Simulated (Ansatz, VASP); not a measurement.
One calculation of TiPbS3, two programs

```
CELL_PARAMETERS angstrom
4.90035 0.00000 0.00000
0.00000 4.90035 0.00000
0.00000 0.00000 4.90035
ATOMIC_POSITIONS crystal
Pb 0.00000 0.00000 0.00000
Ti 0.50000 0.50000 0.50000
S 0.50000 0.50000 0.00000
S 0.50000 0.00000 0.50000
S 0.00000 0.50000 0.50000
```

Change from the starting cell: hydrostatic strain +3.0%.

Alike in both runs: task single point; functional r2SCAN; k mesh 6 × 6 × 6; occupations fermi-dirac, width 0.02 eV; no spin polarisation.

|  | VASP | Ansatz |
| --- | --- | --- |
| version | VASP 6.6.1 | Ansatz 0.2.0 |
| potentials or method | VASP PAW PBE potentials, release 64 (Pb_d, Ti_sv, S) | plane waves, PAW |
| plane-wave cutoff (eV) | 520 | 500 |
| valence electrons in the cell | 44 | 44 |

```csv
,VASP,Ansatz,Ansatz less VASP
pressure (GPa),-6.1,-6.1,-0.01
```

VASP's potentials were made for PBE, not for r2SCAN.

Neither program's run includes spin-orbit coupling.
